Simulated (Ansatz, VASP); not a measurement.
**One calculation of SiC, two programs**

```
Si C
1.0
     3.07900    0.00000    0.00000
    -1.53950    2.66649    0.00000
     0.00000    0.00000   10.08000
Si C
4 4
Cartesian
  1.5395 0.8888 9.4533
  0.0000 1.7777 4.4133
  0.0000 0.0000 6.9341
  0.0000 0.0000 1.8941
  1.5395 0.8888 7.5582
  0.0000 1.7777 2.5182
  0.0000 0.0000 5.0445
  0.0000 0.0000 0.0045
```

Alike in both runs: task single point; functional HSE06; k mesh 6 × 6 × 2; no spin polarisation.

|  | VASP | Ansatz |
| --- | --- | --- |
| version | VASP 6.6.1 | Ansatz 0.2.0 |
| potentials or method | VASP PAW PBE potentials, release 64 (Si, C) | scalar-relativistic, plane waves, PAW |
| plane-wave cutoff (eV) | 520 | 420 |
| occupations | gaussian, width 0.01 eV | fixed |
| valence electrons in the cell | 32 | 32 |

```csv
,VASP,Ansatz,Ansatz less VASP
gap on the k mesh at the Fermi level (eV),3.14,3.14,-0.005
least direct gap on the mesh (eV),4.38,4.37,-0.008
pressure (GPa),-1.8,-1.4,+0.38
"traceless stress, the component that is largest in VASP (GPa)",-0.14,-0.16,-0.020
rms of the force components (eV/Å),0.007,0.007,+0.0002
```

Atom by atom the forces differ by 0.001 eV/Å (rms over components). Ansatz's warnings: stress exchange threshold loose, stress scf threshold loose.
